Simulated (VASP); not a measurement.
A run of VASP 6.6.1:

The input INCAR:

```
SYSTEM = AlN
PREC = Accurate ; ENCUT = 520
EDIFF = 1E-8 ; ISMEAR = 0
SIGMA = 0.01 ; LREAL = .False.
LASPH = .True. ; NELM = 80
ALGO = Normal ; ISIF = 2
LWAVE = .False. ; LCHARG = .False.
METAGGA = R2SCAN ; LMIXTAU = .True.
LCALCEPS = .True.
```

The input KPOINTS:

```
Automatic mesh
0
Gamma
  8 8 8
  0 0 0
```

File POSCAR:

```
AlN
1.0
    0.0000000000      2.1848764125      2.1630276483
    2.1848764125      0.0000000000      2.1630276483
    2.1848764125      2.1848764125      0.0000000000
Al N
1 1
Direct
    0.0000000000      0.0000000000      0.0000000000
    0.2500000000      0.2500000000      0.2500000000
```

Potentials or basis: VASP PAW PBE potentials, release 64 (Al, N).

Command:

```console
$ cat potpaw_PBE.64/Al/POTCAR potpaw_PBE.64/N/POTCAR > POTCAR
$ mpirun -np 1 vasp_std > vasp.out
```

Hardware: 1 thread of AMD EPYC 9R45 (Zen 5), on a shared host.

Q: How long does it take, and how much memory?

A: It took 16 min on 1 thread of AMD EPYC 9R45 (Zen 5) (shared host), peak memory 0.27 GiB. Counts: scf iterations 69, k points 59.
